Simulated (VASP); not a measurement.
Input of a VASP 6.6.1 run:

INCAR

```
SYSTEM = TiAl3
PREC = Accurate ; ENCUT = 600
EDIFF = 1E-6 ; ISMEAR = 0
SIGMA = 0.1 ; LREAL = .FALSE.
LASPH = .TRUE. ; NELM = 100
ALGO = Fast ; ISIF = 4
LWAVE = .FALSE. ; LCHARG = .FALSE.
GGA = PE ; IBRION = 2
NSW = 50 ; EDIFFG = -0.01
```

KPOINTS

```
regular mesh
0
G
  16 16 16
  0 0 0
```

File POSCAR:

```
TiAl3
1.0
   -1.9834726407      1.9834726407      4.4562557342
    1.9834726407     -1.9834726407      4.4562557342
    1.9834726407      1.9834726407     -4.4562557342
Ti Al
1 3
Direct
    0.0000000000      0.0000000000      0.0000000000
    0.5000000000      0.5000000000      0.0000000000
    0.7500000000      0.2500000000      0.5000000000
    0.2500000000      0.7500000000      0.5000000000
```

Potentials or basis: VASP PAW PBE potentials, release 64 (Ti_sv, Al).

Command:

```console
$ cat potpaw_PBE.64/Ti_sv/POTCAR potpaw_PBE.64/Al/POTCAR > POTCAR
$ mpirun -np 1 vasp_std > vasp.out
```

(1) Predict the band gap on the k mesh.

## Answers

(1) zero (an odd number of electrons rules out a gap without spin polarisation).
